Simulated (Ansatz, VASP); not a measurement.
## Two plane-wave programs on ZnAu

```
CELL_PARAMETERS angstrom
3.18670 0.00000 0.00000
0.00000 3.18670 0.00000
0.00000 0.00000 3.18670
ATOMIC_POSITIONS crystal
Zn 0.50000 0.50000 0.50000
Au 0.00000 0.00000 0.00000
```

Alike in both runs: task relaxation of cell and atoms; functional LDA; k mesh 14 × 14 × 14; occupations gaussian, width 0.1 eV; no spin polarisation.

|  | VASP | Ansatz |
| --- | --- | --- |
| version | VASP 6.6.1 | Ansatz 0.2.0 |
| potentials or method | VASP PAW LDA potentials, release 64 (Zn, Au_sv_GW), cutoff 540 eV | scalar-relativistic, plane waves, PAW |
| valence electrons in the cell | 31 | 31 |

Ansatz gave:

```
gap on the k mesh at the Fermi level, each at its own relaxed structure (eV)  : none
relaxed volume (Å³/atom)                                                      : 14.83
relaxed length of the cell vector where the two differ most in proportion (Å) : 3.095
```

**Question.** Which values does VASP return?

**Answer.** gap on the k mesh at the Fermi level, each at its own relaxed structure (eV): none; relaxed volume (Å³/atom): 14.90; relaxed length of the cell vector where the two differ most in proportion (Å): 3.100.

LDA's correlation is that of Perdew and Zunger in VASP and of Perdew and Wang (1992) in Ansatz. A gap of «none» marks a metal or a gap that the smearing closes.

Spin-orbit coupling is off throughout.
